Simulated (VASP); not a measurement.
Here is a VASP 6.6.1 calculation.

File INCAR:

```
ALGO     = Normal         # electronic algorithm
EDIFF    = 1E-6           # SCF threshold, eV
ENCUT    = 520            # plane-wave cutoff, eV
GGA      = PE             # functional
ISIF     = 2              # what is computed and relaxed
ISMEAR   = 1              # smearing method
LASPH    = T              # aspherical terms in the spheres
LCHARG   = F              # write CHGCAR
LREAL    = F              # projectors in reciprocal space
LWAVE    = F              # write WAVECAR
NBANDS   = 10             # bands
NELM     = 80             # most SCF steps
PREC     = Accurate       # precision mode
SIGMA    = 0.1            # smearing width, eV
```

The input KPOINTS:

```
k-points
0
Gamma
  12 12 12
```

File POSCAR:

```
Na
1.0
    2.8255500000      0.0000000000      0.0000000000
    0.0000000000      2.8255500000      0.0000000000
    0.0000000000      0.0000000000      2.8255500000
Na
1
Direct
    0.0000000000      0.0000000000      0.0000000000
```

Potentials or basis: VASP PAW PBE potentials, release 64 (Na_pv).

Launch:

```console
$ cat potpaw_PBE.64/Na_pv/POTCAR > POTCAR
$ mpirun -np 1 vasp_std > vasp.out
```

(1) Estimate the pressure.

Results:

(1) 9.9 GPa.
